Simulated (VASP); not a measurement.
A run of VASP 6.6.1:

Contents of INCAR:

```
SYSTEM = SiC
PREC = Accurate
ENCUT = 520
EDIFF = 1E-7
ISMEAR = -1
SIGMA = 0.02
LREAL = .False.
LASPH = .True.
NELM = 100
ALGO = Normal
ISIF = 2
LWAVE = .False.
LCHARG = .False.
GGA = PE
NBANDS = 16
```

Contents of KPOINTS:

```
regular mesh
0
Gamma
  12 12 6
  0 0 0
```

Contents of POSCAR:

```
SiC
1.0
    3.1214865869      0.0000000000      0.0000000000
   -1.5607432935      2.6633366324      0.0000000000
    0.0000000000      0.0000000000      5.0481080951
Si C
2 2
Direct
    0.3332112295      0.6664224589     -0.0007552593
    0.6667887705      0.3335775411      0.4992447407
    0.3321751076      0.6643502152      0.3757552593
    0.6678248924      0.3356497848      0.8757552593
```

Potentials or basis: VASP PAW PBE potentials, release 64 (Si, C).

Launch:

```console
$ cat potpaw_PBE.64/Si/POTCAR potpaw_PBE.64/C/POTCAR > POTCAR
$ mpirun -np 1 vasp_std > vasp.out
```

Hardware: 1 thread of Intel(R) Xeon(R) 6975P-C (Granite Rapids), on a shared host.

Task: Estimate the wall time of this run.

Result: Run time: 34 s on 1 thread of Intel(R) Xeon(R) 6975P-C (Granite Rapids) (shared host), peak memory 0.22 GiB. Counts: scf iterations 14, k points 172.
